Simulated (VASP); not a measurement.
Write the native input for VASP 6.6.1 that does the following.

```
Task                   : single point
Functional             : PBE
Potentials or basis    : VASP PAW PBE potentials, release 64 (Al, Sc_sv, N)
Cutoff                 : 520 eV
k mesh                 : 4 × 4 × 3
Occupations            : gaussian, width 0.01 eV
Spin                   : no spin polarisation
Dipole correction      : no
Further INCAR settings : LREAL = Auto; ALGO = Normal; EDIFF = 1e-07; NBANDS = 106
```

The structure of Sc5Al11N16 lies in POSCAR:

```
Sc5Al11N16
1.0
    6.5850891287      0.0046492738      0.0089870379
   -3.2885181751      5.6697705359     -0.0038552514
    0.0140248029      0.0011501444     10.1899259289
Al Sc N
11 5 16
Direct
    0.3373124269      0.1663767083      0.7556158486
    0.1714099986      0.8325060708     -0.0062740428
    0.3375481496      0.6704696799      0.2459299455
    0.3387364527      0.6725450952      0.7541283859
    0.6681787231      0.3284001510     -0.0061528675
    0.8269155833      0.1641098369      0.2495491393
    0.6659506830      0.3331513620      0.5046241884
    0.8264424330      0.1625529333      0.7495943868
    0.6623847263      0.8386149310     -0.0026219474
    0.6645953373      0.8323177220      0.5002422415
    0.8307645916      0.6670940752      0.7532498175
    0.1606296695      0.3343933823     -0.0091653703
    0.3410658364      0.1661321043      0.2407998058
    0.1671579443      0.3349271988      0.4973394626
    0.1685254838      0.8320865242      0.5026354894
    0.8312579920      0.6645858262      0.2402282893
    0.1550847950      0.3398231475      0.2007193795
    0.3528557244      0.1754988280      0.4459666339
    0.1670999886      0.3338434476      0.7102119780
    0.3437280028      0.1599991312      0.9447991994
    0.1754985784      0.8205230306      0.1827404791
    0.3543230984      0.6782764845      0.4344719832
    0.1657110851      0.8328591301      0.7083244324
    0.3457710006      0.6866469267      0.9389993534
    0.6812076693      0.3238768502      0.1790902366
    0.8115135973      0.1569624437      0.4408533154
    0.6671561082      0.3343128341      0.6956734054
    0.8111175364      0.1546888006      0.9345254444
    0.6575333984      0.8444293987      0.1849646015
    0.8158975201      0.6575086536      0.4483977328
    0.6657233457      0.8325110313      0.6916341059
    0.8309025201      0.6679762604      0.9449049469
```

One way to write it, as run:

INCAR

```
SYSTEM = Sc5Al11N16
PREC = Accurate ; ENCUT = 520
EDIFF = 1E-7 ; ISMEAR = 0
SIGMA = 0.01 ; LREAL = Auto
LASPH = .True. ; NELM = 100
ALGO = Normal ; ISIF = 2
LWAVE = .False. ; LCHARG = .False.
GGA = PE ; NBANDS = 106
```

KPOINTS

```
Automatic mesh
0
Gamma
  4 4 3
  0 0 0
```

Potentials or basis: VASP PAW PBE potentials, release 64 (Al, Sc_sv, N).

Run with:

```sh
$ cat potpaw_PBE.64/Al/POTCAR potpaw_PBE.64/Sc_sv/POTCAR potpaw_PBE.64/N/POTCAR > POTCAR
$ mpirun -np 1 vasp_std > vasp.out
```

It gave:

The pressure is -1.6 GPa, the largest force is 0.083 eV/Å and the band gap on the k mesh is 3.37 eV.

It took 71 min on 1 thread of Oxide Virtual Turin-like Processor (shared host), peak memory 0.84 GiB.
